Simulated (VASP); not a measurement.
# ZrB2 (P6/mmm) in VASP: a series of runs

Aim: see how the results for ZrB2 move with the level of theory and the settings. Levels: r2SCAN, PBEsol. Tasks: single point.

Program: VASP 6.6.1. These are calculated values, not measurements. Logs are shortened: lines on timing, memory, paths and dates and some standing lists are left out, and cuts for length are marked.

**1. The cell of the first run**

The structure is hexagonal, space group P6/mmm (No. 191). Conventional cell: a = 3.170 Å, b = 3.170 Å, c = 3.533 Å, α = 90.00°, β = 90.00°, γ = 120.00°. Within 3.6 Å of Zr (site symmetry 6/mmm) lie 12 B at 2.54 Å and 8 Zr at 3.17 to 3.53 Å. Within 2.4 Å of B (site symmetry -6m2) lie 3 B at 1.83 Å.

**2. Single point, r2SCAN**

File POSCAR:

```
ZrB2
1.0
    3.1700000000      0.0000000000      0.0000000000
   -1.5850000000      2.7453005300      0.0000000000
    0.0000000000      0.0000000000      3.5330000000
Zr B
1 2
Direct
    0.0000000000      0.0000000000      0.0000000000
    0.6666666667      0.3333333333      0.5000000000
    0.3333333333      0.6666666667      0.5000000000
```

File INCAR.step1:

```
SYSTEM = ZrB2
  PREC = Accurate
  ENCUT = 520
  ISMEAR = -1
  SIGMA = 0.05
  LREAL = .FALSE.
  LASPH = .TRUE.
  NELM = 100
  NBANDS = 16
  GGA = PE
  ALGO = Normal
  EDIFF = 1E-4
  LWAVE = .TRUE.
  LCHARG = .FALSE.
```

File INCAR.step2:

```
SYSTEM = ZrB2
  PREC = Accurate
  ENCUT = 520
  EDIFF = 1E-6
  ISMEAR = -1
  SIGMA = 0.05
  LREAL = .FALSE.
  LASPH = .TRUE.
  NELM = 100
  ALGO = Normal
  ISIF = 2
  LWAVE = .FALSE.
  LCHARG = .FALSE.
  METAGGA = R2SCAN
  LMIXTAU = .TRUE.
  NBANDS = 16
  ISTART = 1
```

File KPOINTS:

```
Automatic mesh
0
G
  10 10 8
  0 0 0
```

Potentials or basis: VASP PAW PBE potentials, release 64 (Zr_sv, B).

Launch:

```
cat potpaw_PBE.64/Zr_sv/POTCAR potpaw_PBE.64/B/POTCAR > POTCAR
cp INCAR.step1 INCAR
mpirun -np 1 vasp_std > vasp.out
cp INCAR.step2 INCAR
mpirun -np 1 vasp_std > vasp.out
```

OUTCAR:

```text
SYSTEM = ZrB2
   PREC = Accurate
   ENCUT = 520
   EDIFF = 1E-6
   ISMEAR = -1
   LREAL = .FALSE.
   LASPH = .TRUE.
   NELM = 100
   ISIF = 2
   METAGGA = R2SCAN
   ISTART = 1

 ion  position               nearest neighbor table
   1  0.000  0.000  0.000-   2 2.54   3 2.54   2 2.54   3 2.54   2 2.54   2 2.54   3 2.54   3 2.54
                             2 2.54   2 2.54   3 2.54   3 2.54
   2  0.667  0.333  0.500-   3 1.83   3 1.83   3 1.83   1 2.54   1 2.54   1 2.54   1 2.54   1 2.54
                             1 2.54
   3  0.333  0.667  0.500-   2 1.83   2 1.83   2 1.83   1 2.54   1 2.54   1 2.54   1 2.54   1 2.54
                             1 2.54

  LATTYP: Found a hexagonal cell.
 ALAT       =     3.1700000000
 C/A-ratio  =     1.1145110410

  Lattice vectors:

 A1 = (   3.1700000000,   0.0000000000,   0.0000000000)
 A2 = (  -1.5850000000,   2.7453005300,   0.0000000000)
 A3 = (   0.0000000000,   0.0000000000,   3.5330000000)

Analysis of symmetry for initial positions (statically):
=====================================================================
 Subroutine PRICEL returns:
 Original cell was already a primitive cell.

 Routine SETGRP: Setting up the symmetry group for a
 hexagonal supercell.

 Subroutine GETGRP returns: Found 24 space group operations
 (whereof 24 operations were pure point group operations)
 out of a pool of 24 trial point group operations.

The static configuration has the point symmetry D_6h.

Analysis of symmetry for dynamics (positions and initial velocities):
=====================================================================
 Subroutine PRICEL returns:
 Original cell was already a primitive cell.

 Routine SETGRP: Setting up the symmetry group for a
 hexagonal supercell.

 Subroutine GETGRP returns: Found 24 space group operations
 (whereof 24 operations were pure point group operations)
 out of a pool of 24 trial point group operations.

The dynamic configuration has the point symmetry D_6h.

 Subroutine INISYM returns: Found 24 space group operations
 (whereof 24 operations are pure point group operations),
 and found     1 'primitive' translations

----------------------------------------------------------------------------------------

                                     Primitive cell

  volume of cell :      30.7463

  direct lattice vectors                    reciprocal lattice vectors
     3.170000000  0.000000000  0.000000000     0.315457413  0.182129422  0.000000000
    -1.585000000  2.745300530  0.000000000     0.000000000  0.364258845  0.000000000
     0.000000000  0.000000000  3.533000000     0.000000000  0.000000000  0.283045570

  length of vectors
     3.170000000  3.170000000  3.533000000     0.364258845  0.364258845  0.283045570

  position of ions in fractional coordinates (direct lattice)
     0.000000000  0.000000000  0.000000000
     0.666666667  0.333333333  0.500000000
     0.333333333  0.666666667  0.500000000

  ion indices of the primitive-cell ions
   primitive index   ion index
                 1           1
                 2           2
                 3           3

----------------------------------------------------------------------------------------

 KPOINTS: Automatic mesh

Automatic generation of k-mesh.
 Grid dimensions read from file:
 generate k-points for:   10   10    8

 Generating k-lattice:

  Cartesian coordinates                     Fractional coordinates (reciprocal lattice)
     0.031545741  0.018212942  0.000000000     0.100000000  0.000000000  0.000000000
     0.000000000  0.036425884  0.000000000     0.000000000  0.100000000  0.000000000
     0.000000000  0.000000000  0.035380696     0.000000000  0.000000000  0.125000000

  Length of vectors
     0.036425884  0.036425884  0.035380696

  Shift w.r.t. Gamma in fractional coordinates (k-lattice)
     0.000000000  0.000000000  0.000000000

 Subroutine IBZKPT returns following result:
 ===========================================

 Found     70 irreducible k-points:

 Following reciprocal coordinates:
            Coordinates               Weight
  0.000000  0.000000  0.000000      1.000000
  0.100000 -0.000000  0.000000      6.000000
  0.200000 -0.000000  0.000000      6.000000
  0.300000  0.000000  0.000000      6.000000
  0.400000  0.000000  0.000000      6.000000
  0.500000  0.000000  0.000000      3.000000
[... 16 lines left out ...]
  0.300000  0.100000  0.125000     24.000000
  0.400000  0.100000  0.125000     24.000000
 [... further k-points ...]
   k-points           NKPTS =     70   k-points in BZ     NKDIM =     70   number of bands    NBANDS=     16
   number of dos      NEDOS =    301   number of ions     NIONS =      3
   total plane-waves  NPLWV =  16128
   dimension x,y,z NGX =    24 NGY =   24 NGZ =   28
   dimension x,y,z NGXF=    48 NGYF=   48 NGZF=   56
   ions per type =               1   2
   NGX,Y,Z   is equivalent  to a cutoff of  12.59, 12.59, 13.18 a.u.
   NGXF,Y,Z  is equivalent  to a cutoff of  25.17, 25.17, 26.35 a.u.
 SYSTEM =  ZrB2
   PREC   = accura    normal or accurate (medium, high low for compatibility)
   ISTART =      1    job   : 0-new  1-cont  2-samecut
   ICHARG =      0    charge: 1-file 2-atom 10-const
   ISPIN  =      1    spin polarized calculation?
   LNONCOLLINEAR =      F non collinear calculations
   LSORBIT =      F    spin-orbit coupling
   LASPH  =      T    aspherical Exc in radial PAW
   ENCUT  =  520.0 eV  38.22 Ry    6.18 a.u.   5.89  5.89  6.57*2*pi/ulx,y,z
   NELM   =    100;   NELMIN=  2; NELMDL=  0     # of ELM steps
   EDIFF  = 0.1E-05   stopping-criterion for ELM
   LREAL  =      F    real-space projection
   EDIFFG = 0.1E-04   stopping-criterion for IOM
   NSW    =      0    number of steps for IOM
   IBRION =     -1    ionic relax: 0-MD 1-quasi-New 2-CG
   NFREE  =      0    steps in history (QN), initial steepest desc. (CG)
   ISIF   =      2    stress and relaxation
   ISYM   =      2    0-nonsym 1-usesym 2-fastsym
   POTIM  = 0.5000    time-step for ionic-motion
   TEBEG  =    0.0;   TEEND  =   0.0 temperature during run
   PSTRESS=    0.0 pullay stress
   NELECT =      18.0000    total number of electrons
   NUPDOWN=      -1.0000    fix difference up-down
   EMIN   =  10.00;   EMAX   =-10.00  energy-range for DOS
   EFERMI =   0.00;   METHOD = LEGACY
   ISMEAR =    -1;   SIGMA  =   0.05  broadening in eV -4-tet -1-fermi 0-gaus
   EFERMI_NEDOS =   21; number of points for ismear=-14 and -15
   IALGO  =     38    algorithm
   IMIX   =      4    mixing-type and parameters
     AMIX     =   0.40;   BMIX     =  1.00
     AMIX_MAG =   1.60;   BMIX_MAG =  1.00
  volume/ion in A,a.u.               =      10.25        69.16
  Fermi-wavevector in a.u.,A,eV,Ry     =   1.369519  2.588016 25.518847  1.875582
  Thomas-Fermi vector in A             =   2.495387
   LORBIT       =      0    0 simple, 1 ext, 2 COOP (PROOUT), +10 PAW based schemes
   METAGGA = R2SCAN    functional components
   LHFCALC =     F    Hartree Fock is set to
   AEXX    =    0.0000 exact exchange contribution
   IVDW    =     0    specifies the selected vdW correction
   LEPSILON=     F    determine dielectric tensor
   LRPA    =     F    only Hartree local field effects (RPA)
 non-spin polarized calculation
  energy-cutoff  :      520.00
  volume of cell :       30.75
 maximum number of plane-waves:       844
 NGX is ok and might be reduce to    24
   NGX = 11   NGY = 11   NGZ = 13

 number of electron      18.0000000 magnetization

 Free energy of the ion-electron system (eV)
  ---------------------------------------------------
  ext. energy  EPLUGINS =         0.00000000
  ---------------------------------------------------
  free energy    TOTEN  =       -40.63357782 eV

  energy without entropy =      -40.63075974  energy(sigma->0) =      -40.63216878

 E-fermi :  10.5705     XC(G=0): -13.3757

 val. band max:       10.5416415624   @ k =   0.2000   0.2000   0.1250
 cond. band min:      10.7317921776   @ k =   0.1000  -0.0000   0.5000
 fundamental gap:      0.1901506152
 Fermi energy:        10.5705374376

 k-point     1 :       0.0000    0.0000    0.0000
  band No.  band energies     occupation
      1     -39.7645      2.00000
      2     -17.2547      2.00000
      3     -16.6876      2.00000
      4     -16.6876      2.00000
      5      -2.9927      2.00000
      6       7.8588      2.00000
[... 8 lines left out ...]
     15      15.9921      0.00000
     16      15.9921      0.00000

 k-point     2 :       0.1000   -0.0000    0.0000
  band No.  band energies     occupation
      1     -39.7528      2.00000
      2     -17.2372      2.00000
      3     -16.7890      2.00000
      4     -16.7092      2.00000
      5      -2.7809      2.00000
      6       7.2268      2.00000
[... 8 lines left out ...]
     15      16.7487      0.00000
     16      17.2842      0.00000

 k-point     3 :       0.2000   -0.0000    0.0000
  band No.  band energies     occupation
      1     -39.7218      2.00000
      2     -17.1911      2.00000
      3     -17.0463      2.00000
      4     -16.7654      2.00000
      5      -2.1788      2.00000
      6       5.8473      2.00000
[... 8 lines left out ...]
     15      17.8166      0.00000
     16      18.5873      0.00000

 k-point     4 :       0.3000    0.0000    0.0000
  band No.  band energies     occupation
      1     -39.6832      2.00000
      2     -17.3502      2.00000
      3     -17.1335      2.00000
      4     -16.8337      2.00000
      5      -1.2606      2.00000
      6       4.2843      2.00000
[... 8 lines left out ...]
     15      18.8261      0.00000
     16      21.0540      0.00000
[... 324 lines left out ...]
 k-point    22 :       0.2000    0.1000    0.1250
  band No.  band energies     occupation
      1     -39.6937      2.00000
      2     -17.2252      2.00000
      3     -17.1946      2.00000
      4     -16.8312      2.00000
      5      -1.4619      2.00000
      6       5.0098      2.00000
[... 8 lines left out ...]
     15      18.3095      0.00000
     16      19.6409      0.00000

 k-point    23 :       0.3000    0.1000    0.1250
  band No.  band energies     occupation
      1     -39.6587      2.00000
      2     -17.4645      2.00000
      3     -17.1486      2.00000
      4     -16.9109      2.00000
      5      -0.4892      2.00000
      6       3.4962      2.00000
[... 8 lines left out ...]
     15      18.5198      0.00000
     16      21.5307      0.00000

 k-point    24 :       0.4000    0.1000    0.1250
  band No.  band energies     occupation
      1     -39.6369      2.00000
      2     -17.6137      2.00000
      3     -17.1140      2.00000
      4     -16.9596      2.00000
      5       0.6816      2.00000
      6       2.0420      2.00000
[... 8 lines left out ...]
     15      19.3199      0.00000
     16      21.2288      0.00000

 [... further k-points ...]

------------------------ aborting loop because EDIFF is reached ----------------------------------------

  FORCE on cell =-STRESS in cart. coord.  units (eV):
  Direction    XX          YY          ZZ          XY          YZ          ZX
  --------------------------------------------------------------------------------------
  -------------------------------------------------------------------------------------
  Total        0.0120366      0.0120366      0.4896599      0.0000000     -0.0000000      0.0000000
  in kB        0.6272205      0.6272205     25.5159826      0.0000000     -0.0000000      0.0000000
  external PRESSURE =       8.9234746 kB  Pullay stress =       0.0000000 kB

 VOLUME and BASIS-vectors are now :
 -----------------------------------------------------------------------------
  energy-cutoff  :      520.00
  volume of cell :       30.75
      direct lattice vectors                 reciprocal lattice vectors
     3.170000000  0.000000000  0.000000000     0.315457413  0.182129422  0.000000000
    -1.585000000  2.745300530  0.000000000     0.000000000  0.364258845  0.000000000
     0.000000000  0.000000000  3.533000000     0.000000000  0.000000000  0.283045570

 POSITION                                       TOTAL-FORCE (eV/Angst)
 -----------------------------------------------------------------------------------
      0.00000      0.00000      0.00000         0.000000      0.000000      0.000000
      1.58500      0.91510      1.76650        -0.000000      0.000000      0.000000
     -0.00000      1.83020      1.76650         0.000000      0.000000      0.000000
 -----------------------------------------------------------------------------------
    total drift:                               -0.000000      0.000000     -0.000000

  FREE ENERGIE OF THE ION-ELECTRON SYSTEM (eV)
  ---------------------------------------------------
  free  energy   TOTEN  =       -40.6335778183 eV

  energy  without entropy=      -40.6307597383  energy(sigma->0) =      -40.63216878
```

Wall time 2 min (1 thread of Intel Xeon 8259CL, shared host); peak memory 0.17 GiB.

Results:

```
Free energy            : -40.6336 eV
Pressure               : 0.9 GPa
Band gap on the k mesh : zero (bands 9 and 10 overlap by 0.86 eV)
```

Caveat: the PAW data sets were made with another functional, which shifts forces and pressure a little.

**3. Single point, r2SCAN**

This run uses another cell than the first one, of 10.86 Å³/atom.

File POSCAR:

```
ZrB2
1.0
    3.2321726471      0.0000000000      0.0000000000
   -1.6160863235      2.7991436218      0.0000000000
    0.0000000000      0.0000000000      3.6022921016
Zr B
1 2
Direct
    0.0000000000      0.0000000000      0.0000000000
    0.6666666667      0.3333333333      0.5000000000
    0.3333333333      0.6666666667      0.5000000000
```

File INCAR.step1:

```
PREC = Accurate
ENCUT = 520
ISMEAR = -1
SIGMA = 0.05
LREAL = False
LASPH = True
NELM = 80
NBANDS = 16
GGA = PE
ALGO = Normal
EDIFF = 1E-4
LWAVE = True
LCHARG = False
```

File INCAR.step2:

```
PREC = Accurate
ENCUT = 520
EDIFF = 1E-7
ISMEAR = -1
SIGMA = 0.05
LREAL = False
LASPH = True
NELM = 80
ALGO = Normal
ISIF = 2
LWAVE = False
LCHARG = False
METAGGA = R2SCAN
LMIXTAU = True
NBANDS = 16
ISTART = 1
```

File KPOINTS:

```
regular mesh
0
Gamma
  10 10 8
```

Potentials or basis: VASP PAW PBE potentials, release 64 (Zr_sv, B).

Launch:

```
cat potpaw_PBE.64/Zr_sv/POTCAR potpaw_PBE.64/B/POTCAR > POTCAR
cp INCAR.step1 INCAR
mpirun -np 1 vasp_std > vasp.out
cp INCAR.step2 INCAR
mpirun -np 1 vasp_std > vasp.out
```

OUTCAR:

```text
PREC = Accurate
   ENCUT = 520
   EDIFF = 1E-7
   ISMEAR = -1
   LREAL = False
   LASPH = True
   NELM = 80
   ISIF = 2
   METAGGA = R2SCAN
   ISTART = 1

 ion  position               nearest neighbor table
   1  0.000  0.000  0.000-   2 2.59   3 2.59   2 2.59   3 2.59   3 2.59   3 2.59   2 2.59   2 2.59
                             2 2.59   2 2.59   3 2.59   3 2.59
   2  0.667  0.333  0.500-   3 1.87   3 1.87   3 1.87   1 2.59   1 2.59   1 2.59   1 2.59   1 2.59
                             1 2.59
   3  0.333  0.667  0.500-   2 1.87   2 1.87   2 1.87   1 2.59   1 2.59   1 2.59   1 2.59   1 2.59
                             1 2.59

[... 654 lines left out ...]
  --------------------------------------------------------------------------------------
  -------------------------------------------------------------------------------------
  Total       -2.6823842     -2.6823842     -1.9497249     -0.0000000      0.0000000      0.0000000
  in kB     -131.8660210   -131.8660210    -95.8484891     -0.0000000      0.0000000      0.0000000
  external PRESSURE =    -119.8601770 kB  Pullay stress =       0.0000000 kB

 VOLUME and BASIS-vectors are now :
 -----------------------------------------------------------------------------
  energy-cutoff  :      520.00
  volume of cell :       32.59
      direct lattice vectors                 reciprocal lattice vectors
     3.232172647  0.000000000  0.000000000     0.309389414  0.178626061  0.000000000
    -1.616086324  2.799143622  0.000000000     0.000000000  0.357252122  0.000000000
     0.000000000  0.000000000  3.602292102     0.000000000  0.000000000  0.277601031

 POSITION                                       TOTAL-FORCE (eV/Angst)
 -----------------------------------------------------------------------------------
      0.00000      0.00000      0.00000        -0.000000      0.000000      0.000000
      1.61609      0.93305      1.80115        -0.000000      0.000000     -0.000000
     -0.00000      1.86610      1.80115         0.000000     -0.000000      0.000000
 -----------------------------------------------------------------------------------
    total drift:                               -0.000000      0.000000     -0.000000

  FREE ENERGIE OF THE ION-ELECTRON SYSTEM (eV)
  ---------------------------------------------------
  free  energy   TOTEN  =       -40.5669050450 eV

  energy  without entropy=      -40.5639254531  energy(sigma->0) =      -40.56541525
```

OSZICAR.step1:

```text
N       E                     dE             d eps       ncg     rms          rms(c)
DAV:   1     0.102488718741E+03    0.10249E+03   -0.97739E+03  2240   0.112E+03
DAV:   2    -0.232680800695E+02   -0.12576E+03   -0.12124E+03  2992   0.287E+02
DAV:   3    -0.274540808053E+02   -0.41860E+01   -0.41699E+01  3520   0.448E+01
DAV:   4    -0.275112371029E+02   -0.57156E-01   -0.57145E-01  2696   0.494E+00
DAV:   5    -0.275126502550E+02   -0.14132E-02   -0.14131E-02  3384   0.509E-01    0.190E+01
DAV:   6    -0.249495880393E+02    0.25631E+01   -0.59678E+00  2872   0.156E+01    0.744E+00
DAV:   7    -0.249137091194E+02    0.35879E-01   -0.56965E-01  3080   0.464E+00    0.280E+00
DAV:   8    -0.249153515355E+02   -0.16424E-02   -0.81643E-02  2656   0.224E+00    0.377E-01
DAV:   9    -0.249118255264E+02    0.35260E-02   -0.18652E-02  2808   0.958E-01    0.205E-01
DAV:  10    -0.249115404300E+02    0.28510E-03   -0.15877E-03  2640   0.352E-01    0.318E-02
DAV:  11    -0.249115520046E+02   -0.11575E-04   -0.53284E-05  1536   0.727E-02
   1 F= -.24911552E+02 E0= -.24910047E+02  d E =-.300991E-02
```

It took 2.4 min on 1 thread of Intel Xeon 8259CL, shared host; peak memory 0.17 GiB.

What came out:

```
Free energy            : -40.5669 eV
Pressure               : -12.0 GPa
Band gap on the k mesh : zero (bands 9 and 10 overlap by 0.80 eV)
```

Caveat: the cell stands under tension; the PAW data sets were made with another functional, which shifts forces and pressure a little.

**4. Single point, PBEsol**

This run uses another cell than the first one, of 9.13 Å³/atom.

File INCAR:

```
PREC = Accurate ; ENCUT = 520
EDIFF = 1E-7 ; ISMEAR = -1
SIGMA = 0.05 ; LREAL = False
LASPH = True ; NELM = 80
ALGO = Normal ; ISIF = 2
LWAVE = False ; LCHARG = False
GGA = PS ; NBANDS = 16
```

File KPOINTS:

```
Automatic mesh
0
Gamma
  10 10 8
```

File POSCAR:

```
ZrB2
1.0
    3.0556751809      0.0000000000      0.0000000000
   -1.5278375905      2.6462923324      0.0000000000
    0.0000000000      0.0000000000      3.3868143915
Zr B
1 2
Direct
    0.0000000000      0.0000000000      0.0000000000
    0.6666666667      0.3333333333      0.5000000000
    0.3333333333      0.6666666667      0.5000000000
```

Launch:

```
cat potpaw_PBE.64/Zr_sv/POTCAR potpaw_PBE.64/B/POTCAR > POTCAR
mpirun -np 1 vasp_std > vasp.out
```

It took 36 s on 1 thread of Intel Xeon 8259CL, shared host; peak memory 0.16 GiB.

Results (log left out):

- Free energy: -26.1450 eV
- Pressure: 30.4 GPa
- Band gap on the k mesh: zero (bands 9 and 10 overlap by 0.88 eV)

Stress tensor (GPa, compression positive):
```
30.47  0.00  0.00
 0.00 30.47  0.00
 0.00  0.00 30.39
```

Levels at points of the mesh, in eV from the Fermi level:
| k point | band 6 | band 7 | band 8 | band 9 | band 10 | band 11 | band 12 | band 13 |
| --- | --- | --- | --- | --- | --- | --- | --- | --- |
| (0.00, 0.00, 0.00) | -2.77 | -2.77 | -2.75 | -2.04 | 4.08 | 4.08 | 4.99 | 4.99 |
| (0.50, 0.00, 0.00) | -8.31 | -4.15 | -3.02 | -2.93 | 2.64 | 2.78 | 5.82 | 5.99 |
| (0.00, 0.00, 0.50) | -7.12 | -0.87 | -0.87 | 0.43 | 0.43 | 0.99 | 0.99 | 2.35 |
| (0.50, 0.00, 0.50) | -6.88 | -4.92 | -4.41 | -1.52 | 4.58 | 4.84 | 6.30 | 7.61 |

Caveat: the cell stands under pressure; the PAW data sets were made with another functional, which shifts forces and pressure a little.

[end of part 1 of 2]
